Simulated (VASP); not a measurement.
Input of a VASP 6.6.1 run:

INCAR

```
SYSTEM = Cd
  ALGO = Normal
  EDIFF = 1E-6
  ENCUT = 520
  GGA = PS
  ISIF = 2
  ISMEAR = -1
  LASPH = .TRUE.
  LCHARG = .FALSE.
  LREAL = .FALSE.
  LWAVE = .FALSE.
  NBANDS = 32
  NELM = 100
  PREC = Accurate
  SIGMA = 0.1
```

KPOINTS

```
k-points
0
G
  12 12 3
  0 0 0
```

The input POSCAR:

```
Cd
1.0
    3.1165496781      0.0000000000      0.0000000000
   -1.5582748390      2.6990111934      0.0000000000
    0.0000000000      0.0000000000      9.9231965708
Cd
4
Direct
    1.0000000000      0.0000000000      0.0000000000
    1.0000000000      0.0000000000      0.5000000000
    0.3333333333      0.6666666667      0.2500000000
    0.6666666667      0.3333333333      0.7500000000
```

Potentials or basis: VASP PAW PBE potentials, release 64 (Cd).

Run with:

```bash
$ cat potpaw_PBE.64/Cd/POTCAR > POTCAR
$ mpirun -np 1 vasp_std > vasp.out
```

(1) What does it give for the band gap on the k mesh?

(2) Predict the pressure.

## Answers

(1) zero (band 24 reaches 4.36 eV, above the bottom of band 25 at 2.04 eV).

(2) 0.4 GPa.

Caveat: the PAW data sets were made with another functional, which shifts forces and pressure a little.
